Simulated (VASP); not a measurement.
Runs of VASP 6.6.1 on Be. The structure is that of space group P4/mmm (No. 123), or close to it. The cells are those of the table. The cell was generated, and may not be a known phase.

| task | cell | k mesh | cutoff (eV) | gap on the mesh (eV) | pressure (GPa) | relaxed volume (Å³/atom) |
| --- | --- | --- | --- | --- | --- | --- |
| single point | a = 1.973, b = 1.973, c = 2.423 Å, 1 atom | 8 × 8 × 8 | 520 | none | 9.5 | - |
| single point | a = 2.021, b = 2.021, c = 2.662 Å, 1 atom | 26 × 26 × 20 | 520 | none | 0.1 | - |
| relaxation of cell and atoms | relaxed from a = 2.019, b = 2.019, c = 2.681 Å, 1 atom | 26 × 26 × 20 | 600 | none | 0.0 | 10.89 |
| single point | a = 2.019, b = 2.019, c = 2.681 Å, 1 atom | 8 × 8 × 8 | 520 | none | 0.1 | - |
| relaxation of cell and atoms | relaxed from a = 1.973, b = 1.973, c = 2.423 Å, 1 atom | 8 × 8 × 8 | 600 | none | -0.1 | (a) |

Alike in all rows: level PBE; potentials or basis VASP PAW PBE potentials, release 64 (Be); no spin polarisation; smearing gaussian 0.1 eV.

Task: Fill in the values left out.

Result: (a) 10.96.

Caveats: some runs use coarse meshes; the volume moved by over 15 % at a fixed basis, so the end points are rough (at least some runs).

A gap of «none» marks levels without a gap at the run's occupations.
